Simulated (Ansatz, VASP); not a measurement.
# K2BaH3 in VASP and in Ansatz

The input INCAR:

```
SYSTEM = K2BaH3
PREC = Accurate
ENCUT = 600
EDIFF = 1E-7
ISMEAR = 0
SIGMA = 0.1
LREAL = .FALSE.
LASPH = .TRUE.
NELM = 80
ALGO = Normal
ISIF = 3
LWAVE = .FALSE.
LCHARG = .FALSE.
GGA = PE
IBRION = 2
NSW = 90
EDIFFG = -0.04
```

Contents of KPOINTS:

```
regular mesh
0
G
  6 6 2
  0 0 0
```

POSCAR

```
K2BaH3
1.0
    4.7735591800      0.0000000000      0.0000000000
   -2.3867795900      4.1340235100      0.0000000000
    0.0000000000      0.0000000000      7.6595260700
K Ba H
2 1 3
Direct
    0.3333333300      0.6666666700      0.2557500000
    0.6666666700      0.3333333300      0.7442500000
    0.0000000000      0.0000000000      0.0000000000
    0.3333333300      0.6666666700      0.6460000300
    0.6666666700      0.3333333300      0.3539999700
    0.0000000000      0.0000000000      0.5000000000
```

Input for Ansatz:

```yaml
crystal:
  lattice:
    - [4.77355918, 0.0, 0.0]
    - [-2.38677959, 4.13402351, 0.0]
    - [0.0, 0.0, 7.65952607]
  atoms:
    - { symbol: K, position: [0.33333333, 0.66666667, 0.25575] }
    - { symbol: K, position: [0.66666667, 0.33333333, 0.74425] }
    - { symbol: Ba, position: [0.0, 0.0, 0.0] }
    - { symbol: H, position: [0.33333333, 0.66666667, 0.64600003] }
    - { symbol: H, position: [0.66666667, 0.33333333, 0.35399997] }
    - { symbol: H, position: [0.0, 0.0, 0.5] }
basis:
  ecutwfc: 420
kpoints:
  mp_grid: { grid: [6, 6, 2] }
hamiltonian:
  xc: pbe
scf:
  occupations: { method: gaussian, width: 0.1 }
  lower_state_search: "off"
output:
  forces: true
  stress: true
  eigenvalues: true
relax:
  adjacent_minimum: "off"
  f_tol: 0.04
  max_steps: 70
  cell: { stress_tol: 0.4 }
```

Change from the starting cell: species swapped into the Li3LaBi2 type (P-3m1, No. 164).

Alike in both runs: task relaxation of cell and atoms; functional PBE; k mesh 6 × 6 × 2; occupations gaussian, width 0.1 eV; no spin polarisation.

|  | VASP | Ansatz |
| --- | --- | --- |
| version | VASP 6.6.1 | Ansatz 0.2.0 |
| potentials or method | VASP PAW PBE potentials, release 64 (K_sv, Ba_sv, H), cutoff 600 eV | scalar-relativistic, plane waves, PAW |
| valence electrons in the cell | 31 | 31 |

Ansatz gave:

- gap on the k mesh at the Fermi level, each at its own relaxed structure (eV): none
- relaxed volume (Å³/atom): 23.91
- relaxed length of the cell vector where the two differ most in proportion (Å): 10.057

Question: Which values does VASP return?

Answer: gap on the k mesh at the Fermi level, each at its own relaxed structure (eV): none; relaxed volume (Å³/atom): 23.79; relaxed length of the cell vector where the two differ most in proportion (Å): 10.142.

A gap of «none» marks a metal or a gap that the smearing closes.

The k mesh is coarse, so the values compare programs but aren't converged. Neither program's run includes spin-orbit coupling.
